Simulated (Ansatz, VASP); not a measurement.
One calculation of Co, two programs

File INCAR:

```
SYSTEM = Co
AGGAC = 1.0 ; AGGAX = 1.0
ALDAC = 0.0 ; ALDAX = 1.0
ALGO = Normal ; EDIFF = 1E-6
ENCUT = 520 ; GGA = B5
ISIF = 2 ; ISMEAR = -1
LASPH = .True. ; LCHARG = .False.
LREAL = .False. ; LWAVE = .False.
NBANDS = 16 ; NELM = 80
PREC = Accurate ; SIGMA = 0.1
```

File KPOINTS:

```
k-points
0
Gamma
  12 12 12
  0 0 0
```

POSCAR

```
Co
1.0
    0.0000000000      2.3970960353      2.3970960353
    2.3970960353      0.0000000000      2.3970960353
    2.3970960353      2.3970960353      0.0000000000
Co
2
Direct
    0.1250000000      0.1250000000      0.1250000000
    0.8750000000      0.8750000000      0.8750000000
```

Input for Ansatz:

```yaml
crystal:
  lattice:
    - [0.0, 2.3970960353, 2.3970960353]
    - [2.3970960353, 0.0, 2.3970960353]
    - [2.3970960353, 2.3970960353, 0.0]
  atoms:
    - { symbol: Co, position: [0.125, 0.125, 0.125] }
    - { symbol: Co, position: [0.875, 0.875, 0.875] }
hamiltonian:
  xc: blyp
  pseudopotentials:
    kind: paw
    azcp:
      Co: "pseudopotentials/Co.paw.azcp"
basis:
  ecutwfc: 420
  fft_grid_basis: typed
kpoints:
  mp_grid: { grid: [12, 12, 12], shift: [0, 0, 0] }
magnetization:
  spin_polarized: false
scf:
  occupations: { method: fermi_dirac, width: 0.1 }
  lower_state_search: "off"
output:
  stress: true
  write_density: true
  write_potential: true
  elf: true
  volumetric_format: npy
```

Alike in both runs: task single point; functional BLYP; k mesh 12 × 12 × 12; occupations fermi-dirac, width 0.1 eV; no spin polarisation.

|  | VASP | Ansatz |
| --- | --- | --- |
| version | VASP 6.6.1 | Ansatz 0.2.0 |
| potentials or method | VASP PAW PBE potentials, release 64 (Co), cutoff 520 eV | plane waves (420 eV) with PAW, scalar-relativistic |
| valence electrons in the cell | 18 | 34 |

|  | VASP | Ansatz | Ansatz less VASP |
| --- | --- | --- | --- |
| pressure (GPa) | 18.3 | 19.6 | +1.31 |

VASP's potentials were made for PBE, not for BLYP. With one functional, cell and mesh, what is left measures potentials, basis and numerics. VASP's potentials hold 18 valence electrons a cell and Ansatz's 34, so a difference there can come from the potentials and not from the codes.
